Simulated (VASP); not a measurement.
# SnO2 in VASP: further runs

Runs on SnO2. Level: LDA. Tasks: single point.

Program: VASP 6.6.1. These are calculated values, not measurements. Logs are shortened: lines on timing, memory, paths and dates and some standing lists are left out, and cuts for length are marked.

## 1. The cell of the first run

Symmetry: C2/m, No. 12, monoclinic system. The conventional cell has a = 6.741 Å, b = 6.812 Å, c = 3.181 Å, α = 90.00°, β = 91.91°, γ = 90.00°. Sn (site symmetry 2/m) has 6 O at 2.07 Å within 2.7 Å. Sn (site symmetry 2/m) has 6 O at 2.04 to 2.09 Å within 2.7 Å. O (site symmetry 2) has 3 Sn at 2.07 to 2.09 Å and 1 O at 2.64 Å within 2.7 Å. Within 2.7 Å of O (site symmetry m) lie 3 Sn at 2.04 to 2.08 Å and 1 O at 2.61 Å.

## 2. Single point, LDA

Contents of INCAR:

```
PREC     = Accurate       # precision mode
ENCUT    = 520            # plane-wave cutoff, eV
EDIFF    = 1E-7           # SCF threshold, eV
ISMEAR   = 0              # smearing method
SIGMA    = 0.02           # smearing width, eV
LREAL    = False          # projectors in reciprocal space
LASPH    = True           # aspherical terms in the spheres
NELM     = 100            # most SCF steps
ALGO     = Normal         # electronic algorithm
ISIF     = 2              # what is computed and relaxed
LWAVE    = False          # write WAVECAR
LCHARG   = False          # write CHGCAR
NBANDS   = 64             # bands
```

Contents of KPOINTS:

```
Automatic mesh
0
Gamma
  6 6 6
```

Contents of POSCAR:

```
SnO2
1.0
   -3.2356831137      3.4236333758      3.4060070608
    3.2356831137     -3.4236333758      3.4060070608
    3.1246973931      3.3164841218     -3.4060070608
Sn O
4 8
Direct
    1.0000000000      0.2500000000      0.7500000000
    0.0000000000      0.7500000000      0.2500000000
    0.5000000000      0.5000000000      0.5000000000
    0.5000000000      0.0000000000      0.0000000000
    0.1937402345      0.1937402345      0.5000000000
    0.6936363893      0.7530877428      0.9467241321
    0.1937402345      0.6937402345      1.0000000000
    0.3063636107      0.7469122572      0.5532758679
    0.6936363893      0.2530877428      0.4467241321
    0.3063636107      0.2469122572      0.0532758679
    0.8062597655      0.3062597655      0.0000000000
    0.8062597655      0.8062597655      0.5000000000
```

Potentials or basis: VASP PAW LDA potentials, release 64 (Sn_d, O).

Command:

```
$ cat potpaw_LDA.64/Sn_d/POTCAR potpaw_LDA.64/O/POTCAR > POTCAR
$ mpirun -np 1 vasp_std > vasp.out
```

OUTCAR:

```text
PREC = Accurate
   ENCUT = 520
   EDIFF = 1E-7
   ISMEAR = 0
   LREAL = False
   LASPH = True
   NELM = 100
   ISIF = 2

 ion  position               nearest neighbor table
   1  0.000  0.250  0.750-   9 2.07  10 2.07   7 2.07  12 2.07  11 2.07   5 2.07   2 3.18   2 3.18
                             3 3.68   4 3.68
   2  0.000  0.750  0.250-   6 2.07   8 2.07   5 2.07  11 2.07   7 2.07  12 2.07   1 3.18   1 3.18
                             4 3.68   3 3.68
   3  0.500  0.500  0.500-   6 2.04  10 2.04   9 2.08   8 2.08   5 2.09  12 2.09   4 3.18   4 3.18
                             2 3.68   1 3.68
   4  0.500  0.000  0.000-   8 2.04   9 2.04   6 2.08  10 2.08   7 2.09  11 2.09   3 3.18   3 3.18
                             1 3.68   2 3.68
   5  0.194  0.194  0.500-   2 2.07   1 2.07   3 2.09
   6  0.694  0.753  0.947-   3 2.04   2 2.07   4 2.08
   7  0.194  0.694  0.000-   1 2.07   2 2.07   4 2.09
   8  0.306  0.747  0.553-   4 2.04   2 2.07   3 2.08
   9  0.694  0.253  0.447-   4 2.04   1 2.07   3 2.08
  10  0.306  0.247  0.053-   3 2.04   1 2.07   4 2.08
  11  0.806  0.306  0.000-   2 2.07   1 2.07   4 2.09
  12  0.806  0.806  0.500-   1 2.07   2 2.07   3 2.09

  LATTYP: Found a base centered monoclinic cell.
 ALAT       =     9.1132432709
 B/A-ratio  =     0.7474851619
 C/A-ratio  =     0.6980262450
 COS(beta)  =    -0.6733917324

  Lattice vectors:

 A1 = (  -3.1246973931,  -3.3164841218,   3.4060070608)
 A2 = (  -3.1246973931,  -3.3164841218,  -3.4060070608)
 A3 = (   6.3603805068,  -0.1071492540,   0.0000000000)

Analysis of symmetry for initial positions (statically):
=====================================================================
 Subroutine PRICEL returns following result:

  LATTYP: Found a base centered monoclinic cell.
 ALAT       =     6.7410312054
 B/A-ratio  =     1.0105299789
 C/A-ratio  =     0.4718330762
 COS(beta)  =    -0.0333035554

  Lattice vectors:

 A1 = (  -0.0554928603,   3.3700587488,  -3.4060070608)
 A2 = (  -0.0554928603,   3.3700587488,   3.4060070608)
 A3 = (   3.1801902534,  -0.0535746270,   0.0000000000)

   2 primitive cells build up your supercell.

 Routine SETGRP: Setting up the symmetry group for a
 base centered monoclinic supercell.

 Subroutine GETGRP returns: Found  4 space group operations
 (whereof  2 operations were pure point group operations)
 out of a pool of  4 trial point group operations.

The static configuration has the point symmetry S_2 .
 The point group associated with its full space group is C_2h.

Analysis of symmetry for dynamics (positions and initial velocities):
=====================================================================
 Subroutine PRICEL returns following result:

  LATTYP: Found a base centered monoclinic cell.
 ALAT       =     6.7410312054
 B/A-ratio  =     1.0105299789
 C/A-ratio  =     0.4718330762
 COS(beta)  =    -0.0333035554

  Lattice vectors:

 A1 = (  -0.0554928603,   3.3700587488,  -3.4060070608)
 A2 = (  -0.0554928603,   3.3700587488,   3.4060070608)
 A3 = (   3.1801902534,  -0.0535746270,   0.0000000000)

   2 primitive cells build up your supercell.

 Routine SETGRP: Setting up the symmetry group for a
 base centered monoclinic supercell.

 Subroutine GETGRP returns: Found  4 space group operations
 (whereof  2 operations were pure point group operations)
 out of a pool of  4 trial point group operations.

The dynamic configuration has the point symmetry S_2 .
 The point group associated with its full space group is C_2h.

 Subroutine INISYM returns: Found  4 space group operations
 (whereof  2 operations are pure point group operations),
 and found     2 'primitive' translations

----------------------------------------------------------------------------------------

                                     Primitive cell

  volume of cell :      72.9870

  direct lattice vectors                    reciprocal lattice vectors
    -0.055492860  3.370058749 -3.406007061     0.002500110  0.148406534 -0.146799461
    -0.055492860  3.370058749  3.406007061     0.002500110  0.148406534  0.146799461
     3.180190253 -0.053574627  0.000000000     0.314533848  0.005179252  0.000000000

  length of vectors
     4.791790847  4.791790847  3.180641490     0.208760225  0.208760225  0.314576487

  position of ions in fractional coordinates (direct lattice)
     0.500000000  1.000000000  0.000000000
     0.000000000  0.500000000  0.500000000
     0.306259766  0.193740234  0.500000000
     0.193636389  0.693636389  0.006175486
     0.806363611  0.306363611  0.993824514
     0.693740234  0.806259766  0.500000000

  ion indices of the primitive-cell ions
   primitive index   ion index
                 1           1
                 2           3
                 3           5
                 4           9
                 5          10
                 6          11

----------------------------------------------------------------------------------------

 KPOINTS: Automatic mesh

Automatic generation of k-mesh.
 Grid dimensions read from file:
 generate k-points for:    6    6    6

 Generating k-lattice:

  Cartesian coordinates                     Fractional coordinates (reciprocal lattice)
     0.000416685  0.024734422  0.024466577     0.166666667 -0.000000000  0.000000000
     0.026211154  0.000431604  0.024466577    -0.000000000  0.166666667  0.000000000
     0.026627839  0.025166027  0.000000000    -0.000000000  0.000000000  0.166666667

  Length of vectors
     0.034793371  0.035858392  0.036638377

  Shift w.r.t. Gamma in fractional coordinates (k-lattice)
     0.000000000  0.000000000  0.000000000

 Subroutine IBZKPT returns following result:
 ===========================================

 Found     68 irreducible k-points:

 Following reciprocal coordinates:
            Coordinates               Weight
  0.000000  0.000000  0.000000      1.000000
  0.166667  0.000000 -0.000000      4.000000
  0.333333  0.000000 -0.000000      4.000000
  0.500000 -0.000000  0.000000      2.000000
  0.000000  0.166667 -0.000000      4.000000
  0.166667  0.166667 -0.000000      4.000000
[... 16 lines left out ...]
  0.333333  0.000000  0.166667      4.000000
  0.500000  0.000000  0.166667      4.000000
 [... further k-points ...]
   k-points           NKPTS =     68   k-points in BZ     NKDIM =     68   number of bands    NBANDS=     64
   number of dos      NEDOS =    301   number of ions     NIONS =     12
   total plane-waves  NPLWV =  96768
   dimension x,y,z NGX =    48 NGY =   48 NGZ =   42
   dimension x,y,z NGXF=    96 NGYF=   96 NGZF=   84
   ions per type =               4   8
   NGX,Y,Z   is equivalent  to a cutoff of  13.73, 13.73, 12.27 a.u.
   NGXF,Y,Z  is equivalent  to a cutoff of  27.45, 27.45, 24.55 a.u.
 SYSTEM =  unknown system
   PREC   = accura    normal or accurate (medium, high low for compatibility)
   ISTART =      0    job   : 0-new  1-cont  2-samecut
   ICHARG =      2    charge: 1-file 2-atom 10-const
   ISPIN  =      1    spin polarized calculation?
   LNONCOLLINEAR =      F non collinear calculations
   LSORBIT =      F    spin-orbit coupling
   LASPH  =      T    aspherical Exc in radial PAW
   ENCUT  =  520.0 eV  38.22 Ry    6.18 a.u.  10.81 10.81 10.58*2*pi/ulx,y,z
   NELM   =    100;   NELMIN=  2; NELMDL= -5     # of ELM steps
   EDIFF  = 0.1E-06   stopping-criterion for ELM
   LREAL  =      F    real-space projection
   EDIFFG = 0.1E-05   stopping-criterion for IOM
   NSW    =      0    number of steps for IOM
   IBRION =     -1    ionic relax: 0-MD 1-quasi-New 2-CG
   NFREE  =      0    steps in history (QN), initial steepest desc. (CG)
   ISIF   =      2    stress and relaxation
   ISYM   =      2    0-nonsym 1-usesym 2-fastsym
   POTIM  = 0.5000    time-step for ionic-motion
   TEBEG  =    0.0;   TEEND  =   0.0 temperature during run
   PSTRESS=    0.0 pullay stress
   NELECT =     104.0000    total number of electrons
   NUPDOWN=      -1.0000    fix difference up-down
   EMIN   =  10.00;   EMAX   =-10.00  energy-range for DOS
   EFERMI =   0.00;   METHOD = LEGACY
   ISMEAR =     0;   SIGMA  =   0.02  broadening in eV -4-tet -1-fermi 0-gaus
   EFERMI_NEDOS =   21; number of points for ismear=-14 and -15
   IALGO  =     38    algorithm
   IMIX   =      4    mixing-type and parameters
     AMIX     =   0.40;   BMIX     =  1.00
     AMIX_MAG =   1.60;   BMIX_MAG =  1.00
  volume/ion in A,a.u.               =      12.16        82.09
  Fermi-wavevector in a.u.,A,eV,Ry     =   1.462157  2.763076 29.087946  2.137904
  Thomas-Fermi vector in A             =   2.578404
   LORBIT       =      0    0 simple, 1 ext, 2 COOP (PROOUT), +10 PAW based schemes
   GGA     = CA    functional components
   LHFCALC =     F    Hartree Fock is set to
   AEXX    =    0.0000 exact exchange contribution
   IVDW    =     0    specifies the selected vdW correction
   LEPSILON=     F    determine dielectric tensor
   LRPA    =     F    only Hartree local field effects (RPA)
 non-spin polarized calculation
 Gauss-broadening in eV      SIGMA  =   0.02
  energy-cutoff  :      520.00
  volume of cell :      145.97
 maximum number of plane-waves:      3950
 NGX is ok and might be reduce to    48
   NGX = 21   NGY = 21   NGZ = 21

 number of electron     104.0000010 magnetization

 Free energy of the ion-electron system (eV)
  ---------------------------------------------------
  ext. energy  EPLUGINS =         0.00000000
  ---------------------------------------------------
  free energy    TOTEN  =       -84.46258211 eV

  energy without entropy =      -84.46258211  energy(sigma->0) =      -84.46258211

 E-fermi :   5.7828     XC(G=0): -11.6905

 val. band max:        5.6365329442   @ k =   0.0000   0.0000   0.0000
 cond. band min:       6.5900003370   @ k =   0.0000   0.0000   0.0000
 fundamental gap:      0.9534673928
 Fermi energy:         5.7827761707

 k-point     1 :       0.0000    0.0000    0.0000
  band No.  band energies     occupation
      1     -15.3638      2.00000
      2     -15.1974      2.00000
      3     -15.1071      2.00000
      4     -14.6683      2.00000
      5     -14.6591      2.00000
      6     -14.6391      2.00000
[... 56 lines left out ...]
     63      16.2284      0.00000
     64      16.2806      0.00000

 k-point     2 :       0.1667    0.0000   -0.0000
  band No.  band energies     occupation
      1     -15.3245      2.00000
      2     -15.2458      2.00000
      3     -15.1533      2.00000
      4     -14.7120      2.00000
      5     -14.5806      2.00000
      6     -14.5677      2.00000
[... 56 lines left out ...]
     63      16.1809      0.00000
     64      16.2516      0.00000

 k-point     3 :       0.3333    0.0000   -0.0000
  band No.  band energies     occupation
      1     -15.3193      2.00000
      2     -15.2226      2.00000
      3     -15.2116      2.00000
      4     -14.8485      2.00000
      5     -14.4499      2.00000
      6     -14.4428      2.00000
[... 1396 lines left out ...]
     63      16.0419      0.00000
     64      16.0810      0.00000

 k-point    24 :       0.5000    0.0000    0.1667
  band No.  band energies     occupation
      1     -15.2782      2.00000
      2     -15.2170      2.00000
      3     -15.1251      2.00000
      4     -14.9127      2.00000
      5     -14.4807      2.00000
      6     -14.4714      2.00000
[... 56 lines left out ...]
     63      16.0035      0.00000
     64      16.0661      0.00000

 [... further k-points ...]

------------------------ aborting loop because EDIFF is reached ----------------------------------------

  FORCE on cell =-STRESS in cart. coord.  units (eV):
  Direction    XX          YY          ZZ          XY          YZ          ZX
  --------------------------------------------------------------------------------------
  -------------------------------------------------------------------------------------
  Total       -1.3620984     -2.0954749     -5.8343237      2.7375387      0.0000000      0.0000000
  in kB      -14.9500774    -22.9994484    -64.0361899     30.0465926      0.0000000      0.0000000
  external PRESSURE =     -33.9952386 kB  Pullay stress =       0.0000000 kB

 VOLUME and BASIS-vectors are now :
 -----------------------------------------------------------------------------
  energy-cutoff  :      520.00
  volume of cell :      145.97
      direct lattice vectors                 reciprocal lattice vectors
    -3.235683114  3.423633376  3.406007061     0.002500110  0.148406534  0.146799461
     3.235683114 -3.423633376  3.406007061     0.157266924  0.002589626  0.146799461
     3.124697393  3.316484122 -3.406007061     0.159767034  0.150996160  0.000000000

 POSITION                                       TOTAL-FORCE (eV/Angst)
 -----------------------------------------------------------------------------------
      3.15244      1.63145     -1.70300        -0.000000     -0.000000      0.000000
      3.20794     -1.73860      1.70300        -0.000000     -0.000000      0.000000
      1.56235      1.65824      1.70300        -0.000000     -0.000000      0.000000
     -1.61784      1.71182      1.70300        -0.000000     -0.000000     -0.000000
      1.56235      1.65824     -0.38324        -0.000000     -0.000000      0.029149
      3.15059      2.93626      1.70300         0.010299      0.027608     -0.000000
      1.61784     -1.71182      3.02276        -0.000000     -0.000000      0.029149
      3.15430      0.32665      1.70300        -0.010299     -0.027608      0.000000
     -0.02960      2.98983      1.70300         0.010299      0.027608     -0.000000
     -0.02589      0.38023      1.70300        -0.010299     -0.027608      0.000000
     -1.61784      1.71182      3.78925         0.000000      0.000000     -0.029149
      1.56235      1.65824      3.78925         0.000000      0.000000     -0.029149
 -----------------------------------------------------------------------------------
    total drift:                               -0.000000     -0.000000      0.000000

  FREE ENERGIE OF THE ION-ELECTRON SYSTEM (eV)
  ---------------------------------------------------
  free  energy   TOTEN  =       -84.4625821097 eV

  energy  without entropy=      -84.4625821097  energy(sigma->0) =      -84.46258211
```

It took 13 min on 1 thread of Intel Xeon Platinum 8259CL at 2.50GHz (Skylake/Cascade Lake), shared host; peak memory 0.54 GiB.

What came out:

- Free energy: -84.4626 eV
- Pressure: -3.4 GPa
- Largest force: 0.029 eV/Å
- Band gap on the k mesh: 0.95 eV

Forces in eV/Å, atoms in the order of the input:
```
Sn   0.000  0.000  0.000
Sn   0.000  0.000  0.000
Sn   0.000  0.000  0.000
Sn   0.000  0.000  0.000
O    0.000  0.000  0.029
O    0.010  0.028  0.000
O    0.000  0.000  0.029
O   -0.010 -0.028  0.000
O    0.010  0.028  0.000
O   -0.010 -0.028  0.000
O    0.000  0.000 -0.029
O    0.000  0.000 -0.029
```

Stress tensor (GPa, compression positive):
```
-1.50  3.00  0.00
 3.00 -2.30  0.00
 0.00  0.00 -6.40
```

Caveat: spin-orbit coupling is left out, which moves the levels of the heavy elements.

(Part 1 of 3 ends here.)
